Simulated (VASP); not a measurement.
# SiW4 (P4/mmm) in VASP: further runs, part 2 of 2

VASP 6.6.1. The steps go on from the part before.

## Step 4: Single point, PBE

This run uses another cell than the first one, of 19.67 Å³/atom, 1.054 times its volume.

The input, INCAR:

```
SYSTEM = SiW4
ALGO = Fast
EDIFF = 1E-7
ENCUT = 520
GGA = PE
ISIF = 2
ISMEAR = 0
LASPH = .TRUE.
LCHARG = .FALSE.
LREAL = .FALSE.
LWAVE = .FALSE.
NBANDS = 38
NELM = 60
PREC = Accurate
SIGMA = 0.1
```

The input, KPOINTS:

```
k-points
0
G
  4 4 6
  0 0 0
```

The input, POSCAR:

```
SiW4
1.0
    6.1327499105      0.0000000000      0.0000000000
    0.0000000000      6.1327499105      0.0000000000
    0.0000000000      0.0000000000      2.6153142673
Si W
1 4
Direct
    0.0000000000      0.0000000000      0.0000000000
    0.2040800898      0.5000000000      0.5000000000
    0.7959199102      0.5000000000      0.5000000000
    0.5000000000      0.2040800898      0.5000000000
    0.5000000000      0.7959199102      0.5000000000
```

Potentials or basis: VASP PAW PBE potentials, release 64 (Si, W_sv).

Launch:

```console
$ cat potpaw_PBE.64/Si/POTCAR potpaw_PBE.64/W_sv/POTCAR > POTCAR
$ mpirun -np 1 vasp_std > vasp.out
```

OUTCAR:

```text
SYSTEM = SiW4
   EDIFF = 1E-7
   ENCUT = 520
   GGA = PE
   ISIF = 2
   ISMEAR = 0
   LASPH = .TRUE.
   LREAL = .FALSE.
   NELM = 60
   PREC = Accurate

 ion  position               nearest neighbor table
   1  0.000  0.000  0.000-
   2  0.204  0.500  0.500-   3 2.50   4 2.57   5 2.57
   3  0.796  0.500  0.500-   2 2.50   4 2.57   5 2.57
   4  0.500  0.204  0.500-   5 2.50   3 2.57   2 2.57
   5  0.500  0.796  0.500-   4 2.50   3 2.57   2 2.57

  LATTYP: Found a simple tetragonal cell.
 ALAT       =     6.1327499105
 C/A-ratio  =     0.4264505003

  Lattice vectors:

 A1 = (   6.1327499105,   0.0000000000,   0.0000000000)
 A2 = (   0.0000000000,   6.1327499105,   0.0000000000)
 A3 = (   0.0000000000,   0.0000000000,   2.6153142673)

Analysis of symmetry for initial positions (statically):
=====================================================================
 Subroutine PRICEL returns:
 Original cell was already a primitive cell.

 Routine SETGRP: Setting up the symmetry group for a
 simple tetragonal supercell.

 Subroutine GETGRP returns: Found 16 space group operations
 (whereof 16 operations were pure point group operations)
 out of a pool of 16 trial point group operations.

The static configuration has the point symmetry D_4h.

Analysis of symmetry for dynamics (positions and initial velocities):
=====================================================================
 Subroutine PRICEL returns:
 Original cell was already a primitive cell.

 Routine SETGRP: Setting up the symmetry group for a
 simple tetragonal supercell.

 Subroutine GETGRP returns: Found 16 space group operations
 (whereof 16 operations were pure point group operations)
 out of a pool of 16 trial point group operations.

The dynamic configuration has the point symmetry D_4h.

 Subroutine INISYM returns: Found 16 space group operations
 (whereof 16 operations are pure point group operations),
 and found     1 'primitive' translations

----------------------------------------------------------------------------------------

                                     Primitive cell

  volume of cell :      98.3636

  direct lattice vectors                    reciprocal lattice vectors
     6.132749911  0.000000000  0.000000000     0.163058989  0.000000000  0.000000000
     0.000000000  6.132749911  0.000000000     0.000000000  0.163058989  0.000000000
     0.000000000  0.000000000  2.615314267     0.000000000  0.000000000  0.382363226

  length of vectors
     6.132749911  6.132749911  2.615314267     0.163058989  0.163058989  0.382363226

  position of ions in fractional coordinates (direct lattice)
     0.000000000  0.000000000  0.000000000
     0.204080090  0.500000000  0.500000000
     0.795919910  0.500000000  0.500000000
     0.500000000  0.204080090  0.500000000
     0.500000000  0.795919910  0.500000000

  ion indices of the primitive-cell ions
   primitive index   ion index
[... 20 lines left out ...]

  Length of vectors
     0.040764747  0.040764747  0.063727204

  Shift w.r.t. Gamma in fractional coordinates (k-lattice)
     0.000000000  0.000000000  0.000000000

 Subroutine IBZKPT returns following result:
 ===========================================

 Found     24 irreducible k-points:

 Following reciprocal coordinates:
            Coordinates               Weight
  0.000000  0.000000  0.000000      1.000000
  0.250000  0.000000  0.000000      4.000000
  0.500000  0.000000  0.000000      2.000000
  0.250000  0.250000  0.000000      4.000000
  0.500000  0.250000  0.000000      4.000000
  0.500000  0.500000  0.000000      1.000000
[... 16 lines left out ...]
  0.500000  0.250000  0.500000      4.000000
  0.500000  0.500000  0.500000      1.000000
   k-points           NKPTS =     24   k-points in BZ     NKDIM =     24   number of bands    NBANDS=     38
   number of dos      NEDOS =    301   number of ions     NIONS =      5
   total plane-waves  NPLWV =  46080
   dimension x,y,z NGX =    48 NGY =   48 NGZ =   20
   dimension x,y,z NGXF=    96 NGYF=   96 NGZF=   40
   ions per type =               1   4
   NGX,Y,Z   is equivalent  to a cutoff of  13.01, 13.01, 12.71 a.u.
   NGXF,Y,Z  is equivalent  to a cutoff of  26.02, 26.02, 25.43 a.u.
 SYSTEM =  SiW4
   PREC   = accura    normal or accurate (medium, high low for compatibility)
   ISTART =      0    job   : 0-new  1-cont  2-samecut
   ICHARG =      2    charge: 1-file 2-atom 10-const
   ISPIN  =      1    spin polarized calculation?
   LNONCOLLINEAR =      F non collinear calculations
   LSORBIT =      F    spin-orbit coupling
   LASPH  =      T    aspherical Exc in radial PAW
   ENCUT  =  520.0 eV  38.22 Ry    6.18 a.u.  11.40 11.40  4.86*2*pi/ulx,y,z
   NELM   =     60;   NELMIN=  2; NELMDL= -5     # of ELM steps
   EDIFF  = 0.1E-06   stopping-criterion for ELM
   LREAL  =      F    real-space projection
   EDIFFG = 0.1E-05   stopping-criterion for IOM
   NSW    =      0    number of steps for IOM
   IBRION =     -1    ionic relax: 0-MD 1-quasi-New 2-CG
   NFREE  =      0    steps in history (QN), initial steepest desc. (CG)
   ISIF   =      2    stress and relaxation
   ISYM   =      2    0-nonsym 1-usesym 2-fastsym
   POTIM  = 0.5000    time-step for ionic-motion
   TEBEG  =    0.0;   TEEND  =   0.0 temperature during run
   PSTRESS=    0.0 pullay stress
   NELECT =      60.0000    total number of electrons
   NUPDOWN=      -1.0000    fix difference up-down
   EMIN   =  10.00;   EMAX   =-10.00  energy-range for DOS
   EFERMI =   0.00;   METHOD = LEGACY
   ISMEAR =     0;   SIGMA  =   0.10  broadening in eV -4-tet -1-fermi 0-gaus
   EFERMI_NEDOS =   21; number of points for ismear=-14 and -15
   IALGO  =     68    algorithm
   IMIX   =      4    mixing-type and parameters
     AMIX     =   0.40;   BMIX     =  1.00
     AMIX_MAG =   1.60;   BMIX_MAG =  1.00
  volume/ion in A,a.u.               =      19.67       132.76
  Fermi-wavevector in a.u.,A,eV,Ry     =   1.388397  2.623691 26.227233  1.927647
  Thomas-Fermi vector in A             =   2.512527
   LORBIT       =      0    0 simple, 1 ext, 2 COOP (PROOUT), +10 PAW based schemes
   GGA     = PE    functional components
   LHFCALC =     F    Hartree Fock is set to
   AEXX    =    0.0000 exact exchange contribution
   IVDW    =     0    specifies the selected vdW correction
   LEPSILON=     F    determine dielectric tensor
   LRPA    =     F    only Hartree local field effects (RPA)
 non-spin polarized calculation
 RMM-DIIS sequential band-by-band and
 Gauss-broadening in eV      SIGMA  =   0.10
  energy-cutoff  :      520.00
  volume of cell :       98.36
 maximum number of plane-waves:      2688
 NGX is ok and might be reduce to    48
   NGX = 23   NGY = 23   NGZ =  9

 number of electron      60.0000005 magnetization

 Free energy of the ion-electron system (eV)
  ---------------------------------------------------
  ext. energy  EPLUGINS =         0.00000000
  ---------------------------------------------------
  free energy    TOTEN  =       -49.62082387 eV

  energy without entropy =      -49.59771936  energy(sigma->0) =      -49.60927162

 E-fermi :   7.9013     XC(G=0): -11.7447

 val. band max:        7.8994936396   @ k =   0.2500   0.2500   0.3333
 cond. band min:       7.9047766429   @ k =   0.5000   0.0000   0.1667
 fundamental gap:      0.0052830033
 Fermi energy:         7.9013317028

 k-point     1 :       0.0000    0.0000    0.0000
  band No.  band energies     occupation
      1     -65.7924      2.00000
      2     -65.6636      2.00000
      3     -65.6402      2.00000
      4     -65.6402      2.00000
      5     -30.9007      2.00000
      6     -30.2965      2.00000
[... 973 lines left out ...]
     37      10.7989      0.00000
     38      10.7989      0.00000

------------------------ aborting loop because EDIFF is reached ----------------------------------------

  FORCE on cell =-STRESS in cart. coord.  units (eV):
  Direction    XX          YY          ZZ          XY          YZ          ZX
  --------------------------------------------------------------------------------------
  -------------------------------------------------------------------------------------
  Total        0.3867561      0.3867561      0.3160064      0.0000000     -0.0000000      0.0000000
  in kB        6.2996061      6.2996061      5.1472124      0.0000000     -0.0000000      0.0000000
  external PRESSURE =       5.9154749 kB  Pullay stress =       0.0000000 kB

 VOLUME and BASIS-vectors are now :
 -----------------------------------------------------------------------------
  energy-cutoff  :      520.00
  volume of cell :       98.36
      direct lattice vectors                 reciprocal lattice vectors
     6.132749911  0.000000000  0.000000000     0.163058989  0.000000000  0.000000000
     0.000000000  6.132749911  0.000000000     0.000000000  0.163058989  0.000000000
     0.000000000  0.000000000  2.615314267     0.000000000  0.000000000  0.382363226

 POSITION                                       TOTAL-FORCE (eV/Angst)
 -----------------------------------------------------------------------------------
      0.00000      0.00000      0.00000        -0.000000      0.000000      0.000000
      1.25157      3.06637      1.30766         0.009288     -0.000000     -0.000000
      4.88118      3.06637      1.30766        -0.009288      0.000000      0.000000
      3.06637      1.25157      1.30766        -0.000000      0.009288      0.000000
      3.06637      4.88118      1.30766         0.000000     -0.009288     -0.000000
 -----------------------------------------------------------------------------------
    total drift:                                0.000000      0.000000      0.000000

  FREE ENERGIE OF THE ION-ELECTRON SYSTEM (eV)
  ---------------------------------------------------
  free  energy   TOTEN  =       -49.6208238702 eV

  energy  without entropy=      -49.5977193629  energy(sigma->0) =      -49.60927162
```

OSZICAR:

```text
N       E                     dE             d eps       ncg     rms          rms(c)
DAV:   1     0.752230941448E+03    0.75223E+03   -0.35609E+04  1832   0.170E+03
DAV:   2    -0.979082583952E+01   -0.76202E+03   -0.74225E+03  1942   0.537E+02
DAV:   3    -0.500069735113E+02   -0.40216E+02   -0.38453E+02  2294   0.117E+02
DAV:   4    -0.510172962266E+02   -0.10103E+01   -0.10001E+01  2186   0.180E+01
DAV:   5    -0.510416838309E+02   -0.24388E-01   -0.24363E-01  2200   0.286E+00    0.341E+01
RMM:   6    -0.499155375673E+02    0.11261E+01   -0.14869E+00  1910   0.719E+00    0.159E+01
RMM:   7    -0.496164194818E+02    0.29912E+00   -0.13552E+00  2011   0.695E+00    0.109E+00
RMM:   8    -0.496182902732E+02   -0.18708E-02   -0.13227E-01  2351   0.194E+00    0.499E-01
RMM:   9    -0.496204242251E+02   -0.21340E-02   -0.35587E-02  2444   0.980E-01    0.232E-01
RMM:  10    -0.496206909070E+02   -0.26668E-03   -0.48970E-03  2456   0.425E-01    0.738E-02
RMM:  11    -0.496208114327E+02   -0.12053E-03   -0.14129E-03  2579   0.206E-01    0.235E-02
RMM:  12    -0.496208218374E+02   -0.10405E-04   -0.17347E-04  2609   0.770E-02    0.111E-02
RMM:  13    -0.496208226498E+02   -0.81236E-06   -0.44412E-05  2444   0.430E-02    0.676E-03
RMM:  14    -0.496208235381E+02   -0.88831E-06   -0.71769E-06  2630   0.154E-02    0.121E-03
RMM:  15    -0.496208237789E+02   -0.24081E-06   -0.17472E-06  2152   0.833E-03    0.134E-03
RMM:  16    -0.496208238702E+02   -0.91230E-07   -0.37484E-07  1593   0.354E-03
   1 F= -.49620824E+02 E0= -.49609272E+02  d E =-.231045E-01
```

stdout:

```text
POSCAR found type information on POSCAR SiW
 POSCAR found :  2 types and       5 ions
 scaLAPACK will be used
 LDA part: xc-table for (Slater+PW92), standard interpolation
 POSCAR, INCAR and KPOINTS ok, starting setup
 FFT: planning ... GRIDC
 FFT: planning ... GRID_SOFT
 FFT: planning ... GRID
 WAVECAR not read
 entering main loop
WARNING in EDDRMM: call to ZHEGV failed, returncode =   8  4     37
```

Run time: 36 s. Hardware: 1 thread of Intel Xeon 6975P-C (Granite Rapids), shared host; peak memory 0.24 GiB.

What came out:

```yaml
Free_energy: -49.6208 eV
Pressure: 0.6 GPa
Largest_force: 0.009 eV/Å
Band_gap_on_the_k_mesh: zero (band 30 reaches 8.98 eV, above the bottom of band 31 at 7.06 eV)
```

Forces on the atoms (eV/Å):
```
Si   0.000  0.000  0.000
W    0.009  0.000  0.000
W   -0.009  0.000  0.000
W    0.000  0.009  0.000
W    0.000 -0.009  0.000
```

Stress tensor (GPa, compression positive):
```
0.63 0.00 0.00
0.00 0.63 0.00
0.00 0.00 0.51
```

Caveat: the k points lie up to 0.40 Å⁻¹ apart; spin-orbit coupling is left out, which moves the levels of the heavy elements.

## Step 5: Relaxation of cell and atoms, PBE

This run uses another cell than the first one, of 19.78 Å³/atom, 1.060 times its volume.

The input, INCAR:

```
SYSTEM = SiW4
PREC     = Accurate       ! precision mode
ENCUT    = 600            ! plane-wave cutoff, eV
EDIFF    = 1E-6           ! SCF threshold, eV
ISMEAR   = 0              ! smearing method
SIGMA    = 0.1            ! smearing width, eV
LREAL    = .FALSE.        ! projectors in reciprocal space
LASPH    = .TRUE.         ! aspherical terms in the spheres
NELM     = 100            ! most SCF steps
ALGO     = Fast           ! electronic algorithm
ISIF     = 3              ! what is computed and relaxed
LWAVE    = .FALSE.        ! write WAVECAR
LCHARG   = .FALSE.        ! write CHGCAR
GGA      = PE             ! functional
IBRION   = 2              ! ionic algorithm
NSW      = 90             ! ionic steps
EDIFFG   = -0.04          ! ionic threshold
```

The input, KPOINTS:

```
regular mesh
0
G
  4 4 6
  0 0 0
```

The input, POSCAR:

```
SiW4
1.0
    6.0941962076      0.0000000000      0.0000000000
    0.0000000000      6.0941962076      0.0000000000
    0.0000000000      0.0000000000      2.6633376590
Si W
1 4
Direct
    0.0000000000      0.0000000000      0.0000000000
    0.2036505265      0.5000000000      0.5000000000
    0.7963494735      0.5000000000      0.5000000000
    0.5000000000      0.2036505265      0.5000000000
    0.5000000000      0.7963494735      0.5000000000
```

Launch:

```console
$ cat potpaw_PBE.64/Si/POTCAR potpaw_PBE.64/W_sv/POTCAR > POTCAR
$ mpirun -np 1 vasp_std > vasp.out
```

Wall time 2.9 min (1 thread of Intel Xeon 6975P-C (Granite Rapids), shared host); peak memory 0.29 GiB.

It converged, with:

```yaml
Free_energy: -49.6220 eV
Relaxed_volume: 19.72 Å³/atom
Relaxed_cell: a = 6.139 Å, b = 6.139 Å, c = 2.617 Å, α = 90.00°, β = 90.00°, γ = 90.00°
Space_group_after_relaxing_to_0.05_Å: P4/mmm (No. 123)
Energy_gained_by_relaxing: 6.6 meV/atom
Ionic_steps: 5
Pressure_after_relaxing: 0.2 GPa
Largest_force_after_relaxing: 0.019 eV/Å
Band_gap_on_the_k_mesh: zero (band 30 reaches 8.96 eV, above the bottom of band 31 at 7.04 eV)
```

Forces in eV/Å, atoms in the order of the input:
```
Si   0.000  0.000  0.000
W    0.019  0.000  0.000
W   -0.019  0.000  0.000
W    0.000  0.019  0.000
W    0.000 -0.019  0.000
```

Step by step:
| step | energy change (eV) | largest force (eV/Å) | pressure (GPa) | volume (Å³) |
| --- | --- | --- | --- | --- |
| 1 | 0.0000 | 0.0317 | -0.07 | 98.91 |
| 2 | -0.0210 | 0.2601 | -0.04 | 98.75 |
| 3 | -0.0315 | 0.1516 | -0.21 | 98.82 |
| 4 | -0.0320 | 0.0840 | 0.56 | 98.46 |
| 5 | -0.0328 | 0.0189 | 0.22 | 98.62 |

Final structure:
```xyz
5
Lattice="6.1391 0.0000 0.0000 0.0000 6.1391 0.0000 0.0000 0.0000 2.6166" Properties=species:S:1:pos:R:3 pbc="T T T"
Si    0.0000    0.0000    0.0000
W     1.2530    3.0696    1.3083
W     4.8861    3.0696    1.3083
W     3.0696    1.2530    1.3083
W     3.0696    4.8861    1.3083
```

Levels at points of the mesh, in eV from the Fermi level:
```csv
k point,band 27,band 28,band 29,band 30,band 31,band 32,band 33,band 34
"(0.00, 0.00, 0.00)",-2.25,-1.53,-1.51,1.09,1.39,2.00,2.44,2.44
"(0.50, 0.00, 0.00)",-1.75,-1.42,-0.29,-0.23,1.00,1.59,1.83,1.92
"(0.50, 0.50, 0.00)",-2.19,-2.19,-0.76,0.03,0.03,1.84,1.89,1.89
"(0.00, 0.00, 0.50)",-0.49,-0.31,0.13,0.28,0.28,0.80,0.80,0.87
"(0.50, 0.00, 0.50)",-1.51,-1.31,-0.18,-0.18,0.11,0.96,1.73,2.21
"(0.50, 0.50, 0.50)",-1.88,-1.24,-0.85,-0.56,-0.27,-0.27,1.49,2.31
```

Caveat: the k points lie up to 0.40 Å⁻¹ apart in the final cell; spin-orbit coupling is left out, which moves the levels of the heavy elements.

## Step 6: Summary

| task | cell | k mesh | cutoff (eV) | gap on the mesh (eV) | pressure (GPa) | largest force (eV/Å) |
| --- | --- | --- | --- | --- | --- | --- |
| single point | a = 4.612, b = 4.612, c = 4.387 Å, 5 atoms | 4 × 4 × 4 | 520 | none | 153.0 | 0.89 |
| single point | a = 6.094, b = 6.094, c = 2.663 Å, 5 atoms | 4 × 4 × 4 | 520 | none | 0.7 | 0.01 |
| single point | a = 6.133, b = 6.133, c = 2.615 Å, 5 atoms | 4 × 4 × 6 | 520 | none | 0.6 | 0.01 |
| relaxation of cell and atoms | relaxed from a = 6.094, b = 6.094, c = 2.663 Å, 5 atoms | 4 × 4 × 6 | 600 | none | 0.2 | 0.02 |

Alike in all rows: level PBE; potentials or basis VASP PAW PBE potentials, release 64 (Si, W_sv); no spin polarisation; smearing gaussian 0.1 eV.

Caveats: some runs use coarse meshes; spin-orbit coupling is left out, which moves the levels of the heavy elements.

Total energies depend on the potentials used, so only differences within one code and one set of settings carry meaning.
